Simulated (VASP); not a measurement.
Input of a VASP 6.6.1 run:

INCAR

```
SYSTEM = MgO
PREC = Accurate ; ENCUT = 520
EDIFF = 1E-6 ; ISMEAR = 0
SIGMA = 0.05 ; LREAL = .FALSE.
LASPH = .TRUE. ; NELM = 100
ALGO = Normal ; ISIF = 2
LWAVE = .FALSE. ; LCHARG = .TRUE.
GGA = PS ; LELF = .TRUE.
LVHAR = .TRUE. ; NBANDS = 16
```

The input KPOINTS:

```
Automatic mesh
0
G
  9 9 6
  0 0 0
```

Contents of POSCAR:

```
MgO
1.0
    3.4365000000      0.0000000000      0.0000000000
   -1.7182500000      2.9760963001      0.0000000000
    0.0000000000      0.0000000000      4.0549000000
Mg O
2 2
Direct
    0.6666666667      0.3333333333      0.7500000000
    0.3333333333      0.6666666667      0.2500000000
    0.6666666667      0.3333333333      0.2500000000
    0.3333333333      0.6666666667      0.7500000000
```

Potentials or basis: VASP PAW PBE potentials, release 64 (Mg, O).

Command:

```sh
$ cat potpaw_PBE.64/Mg/POTCAR potpaw_PBE.64/O/POTCAR > POTCAR
$ mpirun -np 1 vasp_std > vasp.out
```

What does it give for the band gap on the k mesh?

3.62 eV, direct.

Estimate the pressure.

10.0 GPa.

Stress tensor (GPa, compression positive):
```
 8.32  0.00  0.00
 0.00  8.32  0.00
 0.00  0.00 13.38
```

Caveat: the PAW data sets were made with another functional, which shifts forces and pressure a little. As with any semilocal functional, this PBEsol gap is likely too small.
